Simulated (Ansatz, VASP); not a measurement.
AsPt in VASP and in Ansatz

Contents of INCAR:

```
PREC     = Accurate       # precision mode
ENCUT    = 520            # plane-wave cutoff, eV
EDIFF    = 1E-7           # SCF threshold, eV
ISMEAR   = 0              # smearing method
SIGMA    = 0.05           # smearing width, eV
LREAL    = False          # projectors in reciprocal space
LASPH    = True           # aspherical terms in the spheres
NELM     = 80             # most SCF steps
ALGO     = Normal         # electronic algorithm
ISIF     = 2              # what is computed and relaxed
LWAVE    = False          # write WAVECAR
LCHARG   = False          # write CHGCAR
GGA      = PE             # functional
NBANDS   = 14             # bands
```

The input KPOINTS:

```
regular mesh
0
Gamma
  12 12 12
```

Contents of POSCAR:

```
AsPt
1.0
    0.0000000000      2.8771078340      2.8771078340
    2.8771078340      0.0000000000      2.8771078340
    2.8771078340      2.8771078340      0.0000000000
Pt As
1 1
Direct
    0.0000000000      0.0000000000      0.0000000000
    0.2500000000      0.2500000000      0.2500000000
```

Input for Ansatz:

```yaml
crystal:
  lattice:
    - [0.0, 2.877107834, 2.877107834]
    - [2.877107834, 0.0, 2.877107834]
    - [2.877107834, 2.877107834, 0.0]
  atoms:
    - { symbol: Pt, position: [0.0, 0.0, 0.0] }
    - { symbol: As, position: [0.25, 0.25, 0.25] }
basis:
  ecutwfc: 420
  ecutrho_ratio: 4
kpoints:
  mp_grid: { grid: [12, 12, 12] }
hamiltonian:
  xc: pbe
scf:
  occupations: { method: gaussian, width: 0.05 }
output:
  forces: true
  stress: true
  eigenvalues: true
```

Alike in both runs: task single point; functional PBE; k mesh 12 × 12 × 12; occupations gaussian, width 0.05 eV; no spin polarisation.

|  | VASP | Ansatz |
| --- | --- | --- |
| version | VASP 6.6.1 | Ansatz 0.2.0 |
| potentials or method | VASP PAW PBE potentials, release 64 (Pt, As), cutoff 520 eV | scalar-relativistic, plane waves, PAW |
| valence electrons in the cell | 15 | 33 |

|  | VASP | Ansatz | Ansatz less VASP |
| --- | --- | --- | --- |
| gap on the k mesh at the Fermi level (eV) | none | none | - |
| pressure (GPa) | -6.1 | -6.1 | +0.01 |

A gap of «none» marks a metal or a gap that the smearing closes. The functional is the same, so the differences come from potentials, cutoffs and numerics. VASP's potentials hold 15 valence electrons a cell and Ansatz's 33, so a difference there can come from the potentials and not from the codes.

Spin-orbit coupling is off throughout.
